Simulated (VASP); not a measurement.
# HgTe (I-4m2) in VASP: further runs

Aim: see how the results for HgTe move with the level of theory and the settings. Levels: PBEsol, LDA. Tasks: single point.

Everything below comes from runs of VASP 6.6.1. Logs are shortened: lines on timing, memory, paths and dates and some standing lists are left out, and cuts for length are marked.

## Step 1: The cell of the first run

It takes space group I-4m2 (No. 119, tetragonal). The conventional cell has a = 6.050 Å, b = 6.050 Å, c = 3.098 Å, α = 90.00°, β = 90.00°, γ = 90.00°. Within 4.1 Å of Hg (site symmetry -4m2) lie 2 Hg at 3.10 Å and 8 Te at 3.12 to 3.81 Å. Within 4.1 Å of Te (site symmetry -4m2) lie 2 Te at 3.10 Å and 8 Hg at 3.12 to 3.81 Å.

## Step 2: Single point, PBEsol (volume scaled by 0.98)

Contents of INCAR:

```
ALGO     = Normal         # electronic algorithm
EDIFF    = 1E-7           # SCF threshold, eV
ENCUT    = 520            # plane-wave cutoff, eV
GGA      = PS             # functional
ISIF     = 2              # what is computed and relaxed
ISMEAR   = -1             # smearing method
LASPH    = T              # aspherical terms in the spheres
LCHARG   = T              # write CHGCAR
LELF     = T              # ELF
LREAL    = F              # projectors in reciprocal space
LVHAR    = T            
LWAVE    = F              # write WAVECAR
NBANDS   = 16             # bands
NELM     = 100            # most SCF steps
PREC     = Accurate       # precision mode
SIGMA    = 0.05           # smearing width, eV
```

Contents of KPOINTS:

```
k-points
0
Gamma
  10 10 10
```

Contents of POSCAR:

```
HgTe
1.0
   -3.0251620955      3.0251620955      1.5489438457
    3.0251620955     -3.0251620955      1.5489438457
    3.0251620955      3.0251620955     -1.5489438457
Hg Te
1 1
Direct
    0.7500000000      0.2500000000      0.5000000000
    0.0000000000      0.0000000000      0.0000000000
```

Potentials or basis: VASP PAW PBE potentials, release 64 (Hg, Te).

Started as:

```
$ cat potpaw_PBE.64/Hg/POTCAR potpaw_PBE.64/Te/POTCAR > POTCAR
$ mpirun -np 1 vasp_std > vasp.out
```

OUTCAR:

```text
EDIFF = 1E-7
   ENCUT = 520
   GGA = PS
   ISIF = 2
   ISMEAR = -1
   LASPH = T
   LREAL = F
   NELM = 100
   PREC = Accurate

 ion  position               nearest neighbor table
   1  0.750  0.250  0.500-   2 3.12   2 3.12   2 3.12   2 3.12
   2  0.000  0.000  0.000-   1 3.12   1 3.12   1 3.12   1 3.12

  LATTYP: Found a body centered tetragonal cell.
 ALAT       =     6.0503241910
 C/A-ratio  =     0.5120201156

  Lattice vectors:

 A1 = (  -3.0251620955,   3.0251620955,   1.5489438457)
 A2 = (   3.0251620955,  -3.0251620955,   1.5489438457)
 A3 = (   3.0251620955,   3.0251620955,  -1.5489438457)

Analysis of symmetry for initial positions (statically):
=====================================================================
 Subroutine PRICEL returns:
 Original cell was already a primitive cell.

 Routine SETGRP: Setting up the symmetry group for a
 body centered tetragonal supercell.

 Subroutine GETGRP returns: Found  8 space group operations
 (whereof  8 operations were pure point group operations)
 out of a pool of 16 trial point group operations.

The static configuration has the point symmetry D_2d.

Analysis of symmetry for dynamics (positions and initial velocities):
=====================================================================
 Subroutine PRICEL returns:
 Original cell was already a primitive cell.

 Routine SETGRP: Setting up the symmetry group for a
 body centered tetragonal supercell.

 Subroutine GETGRP returns: Found  8 space group operations
 (whereof  8 operations were pure point group operations)
 out of a pool of 16 trial point group operations.

The dynamic configuration has the point symmetry D_2d.

 Subroutine INISYM returns: Found  8 space group operations
 (whereof  8 operations are pure point group operations),
 and found     1 'primitive' translations

----------------------------------------------------------------------------------------

                                     Primitive cell

  volume of cell :      56.7013

  direct lattice vectors                    reciprocal lattice vectors
    -3.025162095  3.025162095  1.548943846     0.000000000  0.165280400  0.322800598
     3.025162095 -3.025162095  1.548943846     0.165280400  0.000000000  0.322800598
     3.025162095  3.025162095 -1.548943846     0.165280400  0.165280400  0.000000000

  length of vectors
     4.549993236  4.549993236  4.549993236     0.362653880  0.362653880  0.233741783

  position of ions in fractional coordinates (direct lattice)
     0.750000000  0.250000000  0.500000000
     0.000000000  0.000000000  0.000000000

  ion indices of the primitive-cell ions
   primitive index   ion index
                 1           1
                 2           2

----------------------------------------------------------------------------------------

 KPOINTS: k-points

Automatic generation of k-mesh.
 Grid dimensions read from file:
 generate k-points for:   10   10   10

 Generating k-lattice:

  Cartesian coordinates                     Fractional coordinates (reciprocal lattice)
     0.000000000  0.016528040  0.032280060     0.100000000  0.000000000 -0.000000000
     0.016528040  0.000000000  0.032280060     0.000000000  0.100000000 -0.000000000
     0.016528040  0.016528040  0.000000000     0.000000000  0.000000000  0.100000000

  Length of vectors
     0.036265388  0.036265388  0.023374178

  Shift w.r.t. Gamma in fractional coordinates (k-lattice)
     0.000000000  0.000000000  0.000000000

 Subroutine IBZKPT returns following result:
 ===========================================

 Found    102 irreducible k-points:

 Following reciprocal coordinates:
            Coordinates               Weight
  0.000000  0.000000  0.000000      1.000000
  0.100000  0.000000 -0.000000      8.000000
  0.200000  0.000000 -0.000000      8.000000
  0.300000  0.000000  0.000000      8.000000
  0.400000  0.000000 -0.000000      8.000000
  0.500000  0.000000  0.000000      4.000000
[... 16 lines left out ...]
  0.300000  0.300000 -0.000000      8.000000
  0.400000  0.300000 -0.000000     16.000000
 [... further k-points ...]
   k-points           NKPTS =    102   k-points in BZ     NKDIM =    102   number of bands    NBANDS=     16
   number of dos      NEDOS =    301   number of ions     NIONS =      2
   total plane-waves  NPLWV =  46656
   dimension x,y,z NGX =    36 NGY =   36 NGZ =   36
   dimension x,y,z NGXF=    72 NGYF=   72 NGZF=   72
   ions per type =               1   1
   NGX,Y,Z   is equivalent  to a cutoff of  13.15, 13.15, 13.15 a.u.
   NGXF,Y,Z  is equivalent  to a cutoff of  26.31, 26.31, 26.31 a.u.
 SYSTEM =  unknown system
   PREC   = accura    normal or accurate (medium, high low for compatibility)
   ISTART =      0    job   : 0-new  1-cont  2-samecut
   ICHARG =      2    charge: 1-file 2-atom 10-const
   ISPIN  =      1    spin polarized calculation?
   LNONCOLLINEAR =      F non collinear calculations
   LSORBIT =      F    spin-orbit coupling
   LASPH  =      T    aspherical Exc in radial PAW
   ENCUT  =  520.0 eV  38.22 Ry    6.18 a.u.   8.46  8.46  8.46*2*pi/ulx,y,z
   NELM   =    100;   NELMIN=  2; NELMDL= -5     # of ELM steps
   EDIFF  = 0.1E-06   stopping-criterion for ELM
   LREAL  =      F    real-space projection
   EDIFFG = 0.1E-05   stopping-criterion for IOM
   NSW    =      0    number of steps for IOM
   IBRION =     -1    ionic relax: 0-MD 1-quasi-New 2-CG
   NFREE  =      0    steps in history (QN), initial steepest desc. (CG)
   ISIF   =      2    stress and relaxation
   ISYM   =      2    0-nonsym 1-usesym 2-fastsym
   POTIM  = 0.5000    time-step for ionic-motion
   TEBEG  =    0.0;   TEEND  =   0.0 temperature during run
   PSTRESS=    0.0 pullay stress
   NELECT =      18.0000    total number of electrons
   NUPDOWN=      -1.0000    fix difference up-down
   EMIN   =  10.00;   EMAX   =-10.00  energy-range for DOS
   EFERMI =   0.00;   METHOD = LEGACY
   ISMEAR =    -1;   SIGMA  =   0.05  broadening in eV -4-tet -1-fermi 0-gaus
   EFERMI_NEDOS =   21; number of points for ismear=-14 and -15
   IALGO  =     38    algorithm
   IMIX   =      4    mixing-type and parameters
     AMIX     =   0.40;   BMIX     =  1.00
     AMIX_MAG =   1.60;   BMIX_MAG =  1.00
  volume/ion in A,a.u.               =      28.35       191.32
  Fermi-wavevector in a.u.,A,eV,Ry     =   1.116781  2.110410 16.969183  1.247200
  Thomas-Fermi vector in A             =   2.253398
   LORBIT       =      0    0 simple, 1 ext, 2 COOP (PROOUT), +10 PAW based schemes
   GGA     = PS    functional components
   LHFCALC =     F    Hartree Fock is set to
   AEXX    =    0.0000 exact exchange contribution
   IVDW    =     0    specifies the selected vdW correction
   LEPSILON=     F    determine dielectric tensor
   LRPA    =     F    only Hartree local field effects (RPA)
 non-spin polarized calculation
  energy-cutoff  :      520.00
  volume of cell :       56.70
 maximum number of plane-waves:      1543
 NGX is ok and might be reduce to    36
   NGX = 17   NGY = 17   NGZ = 17

 number of electron      18.0000000 magnetization

 Free energy of the ion-electron system (eV)
  ---------------------------------------------------
  ext. energy  EPLUGINS =         0.00000000
  ---------------------------------------------------
  free energy    TOTEN  =        -4.06732213 eV

  energy without entropy =       -4.05697167  energy(sigma->0) =       -4.06214690

 E-fermi :   4.4529     XC(G=0): -10.0888

 val. band max:        4.4477724796   @ k =   0.2000   0.1000   0.0000
 cond. band min:       4.4651294884   @ k =  -0.4000   0.5000   0.1000
 fundamental gap:      0.0173570087
 Fermi energy:         4.4529075316

 k-point     1 :       0.0000    0.0000    0.0000
  band No.  band energies     occupation
      1      -8.0989      2.00000
      2      -3.0262      2.00000
      3      -2.2935      2.00000
      4      -2.2071      2.00000
      5      -1.7541      2.00000
      6      -1.7541      2.00000
[... 8 lines left out ...]
     15      14.6448      0.00000
     16      15.6692      0.00000

 k-point     2 :       0.1000    0.0000   -0.0000
  band No.  band energies     occupation
      1      -7.9354      2.00000
      2      -2.8710      2.00000
      3      -2.2716      2.00000
      4      -2.2204      2.00000
      5      -1.8418      2.00000
      6      -1.8395      2.00000
[... 8 lines left out ...]
     15      14.8447      0.00000
     16      14.9504      0.00000

 k-point     3 :       0.2000    0.0000   -0.0000
  band No.  band energies     occupation
      1      -7.4615      2.00000
      2      -2.4596      2.00000
      3      -2.2532      2.00000
      4      -2.2276      2.00000
      5      -2.0402      2.00000
      6      -2.0290      2.00000
[... 8 lines left out ...]
     15      13.7620      0.00000
     16      13.8876      0.00000

 k-point     4 :       0.3000    0.0000    0.0000
  band No.  band energies     occupation
      1      -6.7410      2.00000
      2      -2.3482      2.00000
      3      -2.3244      2.00000
      4      -2.1915      2.00000
      5      -2.0813      2.00000
      6      -1.9567      2.00000
[... 8 lines left out ...]
     15      12.7065      0.00000
     16      14.6818      0.00000

 k-point     5 :       0.4000    0.0000   -0.0000
  band No.  band energies     occupation
      1      -5.9522      2.00000
      2      -2.5231      2.00000
      3      -2.4115      2.00000
      4      -2.2189      2.00000
      5      -2.0180      2.00000
      6      -1.7070      2.00000
[... 8 lines left out ...]
     15      12.7286      0.00000
     16      15.9229      0.00000

 k-point     6 :       0.5000    0.0000    0.0000
  band No.  band energies     occupation
      1      -5.5514      2.00000
      2      -2.5893      2.00000
      3      -2.4501      2.00000
      4      -2.1698      2.00000
      5      -1.9904      2.00000
      6      -1.7668      2.00000
[... 8 lines left out ...]
     15      14.2970      0.00000
     16      14.7370      0.00000

 k-point     7 :       0.1000    0.1000   -0.0000
  band No.  band energies     occupation
      1      -7.5010      2.00000
      2      -2.4557      2.00000
      3      -2.2306      2.00000
      4      -2.2188      2.00000
      5      -2.0534      2.00000
      6      -2.0373      2.00000
[... 8 lines left out ...]
     15      13.3975      0.00000
     16      13.4741      0.00000

 k-point     8 :       0.2000    0.1000    0.0000
  band No.  band energies     occupation
      1      -6.8049      2.00000
      2      -2.3475      2.00000
      3      -2.3129      2.00000
      4      -2.1912      2.00000
      5      -2.1025      2.00000
      6      -1.9396      2.00000
[... 8 lines left out ...]
     15      12.6498      0.00000
     16      13.6802      0.00000

 k-point     9 :       0.3000    0.1000    0.0000
  band No.  band energies     occupation
      1      -6.0094      2.00000
      2      -2.5286      2.00000
      3      -2.4473      2.00000
      4      -2.2156      2.00000
      5      -2.0344      2.00000
      6      -1.6302      2.00000
[... 8 lines left out ...]
     15      12.5745      0.00000
     16      14.8926      0.00000
[... 172 lines left out ...]
 k-point    19 :       0.5000    0.2000   -0.0000
  band No.  band energies     occupation
      1      -6.5135      2.00000
      2      -2.3874      2.00000
      3      -2.3298      2.00000
      4      -2.1673      2.00000
      5      -2.0304      2.00000
      6      -2.0114      2.00000
[... 8 lines left out ...]
     15      14.2295      0.00000
     16      14.5497      0.00000

 k-point    20 :      -0.4000    0.2000    0.0000
  band No.  band energies     occupation
      1      -7.2065      2.00000
      2      -2.4872      2.00000
      3      -2.3752      2.00000
      4      -2.2581      2.00000
      5      -2.0255      2.00000
      6      -1.9567      2.00000
[... 8 lines left out ...]
     15      13.9128      0.00000
     16      15.7431      0.00000

 k-point    21 :      -0.3000    0.2000   -0.0000
  band No.  band energies     occupation
      1      -7.7061      2.00000
      2      -2.8843      2.00000
      3      -2.3861      2.00000
      4      -2.2915      2.00000
      5      -1.8384      2.00000
      6      -1.8024      2.00000
[... 8 lines left out ...]
     15      14.9507      0.00000
     16      15.6523      0.00000

 k-point    22 :      -0.2000    0.2000    0.0000
  band No.  band energies     occupation
      1      -7.9328      2.00000
      2      -3.0374      2.00000
      3      -2.3361      2.00000
      4      -2.2992      2.00000
      5      -1.7579      2.00000
      6      -1.7318      2.00000
[... 8 lines left out ...]
     15      15.8840      0.00000
     16      16.7999      0.00000

 k-point    23 :       0.3000    0.3000   -0.0000
  band No.  band energies     occupation
      1      -5.7905      2.00000
      2      -2.5764      2.00000
      3      -2.4187      2.00000
      4      -2.0431      2.00000
      5      -2.0114      2.00000
      6      -1.8158      2.00000
[... 8 lines left out ...]
     15      13.8606      0.00000
     16      14.7759      0.00000

 k-point    24 :       0.4000    0.3000   -0.0000
  band No.  band energies     occupation
      1      -6.4353      2.00000
      2      -2.4114      2.00000
      3      -2.3387      2.00000
      4      -2.1200      2.00000
      5      -2.0358      2.00000
      6      -2.0225      2.00000
[... 8 lines left out ...]
     15      14.4024      0.00000
     16      15.5914      0.00000

 [... further k-points ...]
[... 5 lines left out ...]
  --------------------------------------------------------------------------------------
  -------------------------------------------------------------------------------------
  Total       -1.4130220     -1.4130220      0.2334892      0.0000000      0.0000000      0.0000000
  in kB      -39.9269872    -39.9269872      6.5975774      0.0000000      0.0000000      0.0000000
  external PRESSURE =     -24.4187990 kB  Pullay stress =       0.0000000 kB

 VOLUME and BASIS-vectors are now :
 -----------------------------------------------------------------------------
  energy-cutoff  :      520.00
  volume of cell :       56.70
      direct lattice vectors                 reciprocal lattice vectors
    -3.025162095  3.025162095  1.548943846     0.000000000  0.165280400  0.322800598
     3.025162095 -3.025162095  1.548943846     0.165280400  0.000000000  0.322800598
     3.025162095  3.025162095 -1.548943846     0.165280400  0.165280400  0.000000000

 POSITION                                       TOTAL-FORCE (eV/Angst)
 -----------------------------------------------------------------------------------
      0.00000      3.02516      0.77447        -0.000000      0.000000      0.000000
      0.00000      0.00000      0.00000         0.000000     -0.000000     -0.000000
 -----------------------------------------------------------------------------------
    total drift:                               -0.000000      0.000000     -0.000000

  FREE ENERGIE OF THE ION-ELECTRON SYSTEM (eV)
  ---------------------------------------------------
  free  energy   TOTEN  =        -4.0673221340 eV

  energy  without entropy=       -4.0569716693  energy(sigma->0) =       -4.06214690
```

Wall time 48 s (1 thread of Intel Xeon 6975P-C (Granite Rapids), shared host); peak memory 0.26 GiB.

What came out:

```yaml
Free_energy: -4.0673 eV
Pressure: -2.4 GPa
Band_gap_on_the_k_mesh: zero (band 9 reaches 6.02 eV, above the bottom of band 10 at 2.52 eV)
```

Levels at points of the mesh, in eV from the Fermi level:
| k point | band 5 | band 6 | band 7 | band 8 | band 9 | band 10 | band 11 | band 12 | band 13 | band 14 |
| --- | --- | --- | --- | --- | --- | --- | --- | --- | --- | --- |
| (0.00, 0.00, 0.00) | -6.21 | -6.21 | -3.47 | -2.47 | -2.47 | 3.63 | 4.56 | 6.96 | 6.96 | 9.20 |
| (0.50, 0.00, 0.00) | -6.44 | -6.22 | -4.57 | -1.93 | -1.09 | -0.18 | 3.26 | 3.76 | 5.92 | 8.15 |
| (0.50, 0.50, 0.00) | -6.18 | -6.15 | -6.13 | -0.85 | 1.57 | 1.91 | 2.90 | 3.50 | 8.90 | 10.43 |
| (0.50, 0.50, 0.50) | -6.18 | -6.14 | -4.46 | -4.43 | -4.43 | 3.27 | 7.37 | 8.15 | 8.15 | 11.91 |

Caveat: the PAW data sets were made with another functional, which shifts forces and pressure a little; spin-orbit coupling is left out, which moves the levels of the heavy elements.

## Step 3: Single point, LDA (volume scaled by 1.02)

Contents of INCAR:

```
SYSTEM = HgTe
ALGO = Normal
EDIFF = 1E-6
ENCUT = 520
GGA = CA
ISIF = 2
ISMEAR = -1
LASPH = .True.
LCHARG = .False.
LREAL = .False.
LWAVE = .False.
NBANDS = 16
NELM = 60
PREC = Accurate
SIGMA = 0.05
```

Contents of KPOINTS:

```
k-points
0
Gamma
  10 10 10
  0 0 0
```

Contents of POSCAR:

```
HgTe
1.0
   -3.0657731441      3.0657731441      1.5697375195
    3.0657731441     -3.0657731441      1.5697375195
    3.0657731441      3.0657731441     -1.5697375195
Hg Te
1 1
Direct
    0.7500000000      0.2500000000      0.5000000000
    0.0000000000      0.0000000000      0.0000000000
```

Potentials or basis: VASP PAW LDA potentials, release 64 (Hg, Te).

Started as:

```
$ cat potpaw_LDA.64/Hg/POTCAR potpaw_LDA.64/Te/POTCAR > POTCAR
$ mpirun -np 1 vasp_std > vasp.out
```

Wall time 49 s (1 thread of Intel Xeon 6975P-C (Granite Rapids), shared host); peak memory 0.24 GiB.

Results (log left out):

* Free energy: -4.6474 eV
* Pressure: -5.3 GPa
* Band gap on the k mesh: zero (band 9 reaches 5.42 eV, above the bottom of band 10 at 2.15 eV)

Stress tensor (GPa, compression positive):
```
-6.54  0.00  0.00
 0.00 -6.54  0.00
 0.00  0.00 -2.85
```

Levels at points of the mesh, in eV from the Fermi level:
```tsv
k point	band 7	band 8	band 9	band 10	band 11	band 12
(0.00, 0.00, 0.00)	-3.46	-2.29	-2.29	3.41	4.69	6.81
(0.50, 0.00, 0.00)	-4.37	-1.87	-0.99	-0.11	3.15	3.87
(0.50, 0.50, 0.00)	-5.96	-0.81	1.45	1.99	2.86	3.44
(0.50, 0.50, 0.50)	-4.32	-4.13	-4.13	3.10	7.33	7.87
```

Caveat: spin-orbit coupling is left out, which moves the levels of the heavy elements.

(Continued in part 2 of 2.)
